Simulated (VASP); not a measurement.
Input of a VASP 6.6.1 run:

Contents of INCAR:

```
  PREC = Accurate
  ENCUT = 520
  EDIFF = 1E-7
  ISMEAR = 0
  SIGMA = 0.1
  LREAL = F
  LASPH = T
  NELM = 60
  ALGO = Normal
  ISIF = 2
  LWAVE = F
  LCHARG = T
  GGA = PE
  LELF = T
  LVHAR = T
  NBANDS = 52
```

File KPOINTS:

```
Automatic mesh
0
Gamma
  3 3 3
```

File POSCAR:

```
Ga2P3
1.0
    3.0455249500      1.7583346500      5.5596145000
   -3.0455249500      1.7583346500      5.5596145000
    0.0000000000     -3.5166693000      5.5596145000
Ga P
4 6
Direct
    0.8398072100      0.8398072100      0.8398072100
    0.6601927900      0.6601927900      0.6601927900
    0.3398072100      0.3398072100      0.3398072100
    0.1601927900      0.1601927900      0.1601927900
    0.2500000000      0.9277651900      0.5722348100
    0.5722348100      0.2500000000      0.9277651900
    0.9277651900      0.5722348100      0.2500000000
    0.0722348100      0.4277651900      0.7500000000
    0.4277651900      0.7500000000      0.0722348100
    0.7500000000      0.0722348100      0.4277651900
```

Potentials or basis: VASP PAW PBE potentials, release 64 (Ga_d, P).

Launch:

```bash
$ cat potpaw_PBE.64/Ga_d/POTCAR potpaw_PBE.64/P/POTCAR > POTCAR
$ mpirun -np 1 vasp_std > vasp.out
```

Predict the band gap on the k mesh.

zero (bands 41 and 42 overlap by 1.06 eV).

Estimate the largest force.

0.760 eV/Å.

Forces on the atoms (eV/Å):
```
Ga   0.000  0.000  0.760
Ga   0.000  0.000 -0.760
Ga   0.000  0.000  0.760
Ga   0.000  0.000 -0.760
P    0.032 -0.055  0.000
P    0.032  0.055  0.000
P   -0.064  0.000  0.000
P    0.064  0.000  0.000
P   -0.032 -0.055  0.000
P   -0.032  0.055  0.000
```

Caveat: the k points lie up to 0.42 Å⁻¹ apart, too coarse for converged energies and pressures of a metal.
